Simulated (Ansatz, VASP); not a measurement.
# One calculation of CaSe, two programs

Contents of INCAR:

```
SYSTEM = CaSe
PREC = Accurate
ENCUT = 520
EDIFF = 1E-6
ISMEAR = 1
SIGMA = 0.5
LREAL = .False.
LASPH = .True.
NELM = 100
ALGO = Normal
ISIF = 2
LWAVE = .False.
LCHARG = .False.
GGA = PE
NBANDS = 15
```

KPOINTS

```
regular mesh
0
Gamma
  4 4 4
  0 0 0
```

The input POSCAR:

```
CaSe
1.0
    0.0000000000      3.2795613661      3.2795613661
    3.2795613661      0.0000000000      3.2795613661
    3.2795613661      3.2795613661      0.0000000000
Ca Se
1 1
Direct
    0.0000000000      0.0000000000      0.0000000000
    0.2500000000      0.2500000000      0.2500000000
```

Input for Ansatz:

```yaml
crystal:
  lattice:
    - [0.0, 3.2795613661, 3.2795613661]
    - [3.2795613661, 0.0, 3.2795613661]
    - [3.2795613661, 3.2795613661, 0.0]
  atoms:
    - { symbol: Ca, position: [0.0, 0.0, 0.0] }
    - { symbol: Se, position: [0.25, 0.25, 0.25] }
kpoints:
  mp_grid: { grid: [4, 4, 4] }
hamiltonian:
  xc: pbe
scf:
  occupations: { method: methfessel_paxton, width: 0.5 }
  n_extra_bands: 4
output:
  forces: true
  stress: true
  eigenvalues: true
```

Alike in both runs: task single point; functional PBE; k mesh 4 × 4 × 4; occupations methfessel-paxton of order 1, width 0.5 eV; no spin polarisation.

|  | VASP | Ansatz |
| --- | --- | --- |
| version | VASP 6.6.1 | Ansatz 0.2.0 |
| potentials or method | VASP PAW PBE potentials, release 64 (Ca_sv, Se) | plane waves |
| plane-wave cutoff (eV) | 520 | 420 |
| valence electrons in the cell | 16 | 26 |

```tsv
	VASP	Ansatz	Ansatz less VASP
pressure (GPa)	0.5	0.4	-0.07
```

With one functional, cell and mesh, what is left measures potentials, basis and numerics. VASP's potentials hold 16 valence electrons a cell and Ansatz's 26, so a difference there can come from the potentials and not from the codes.
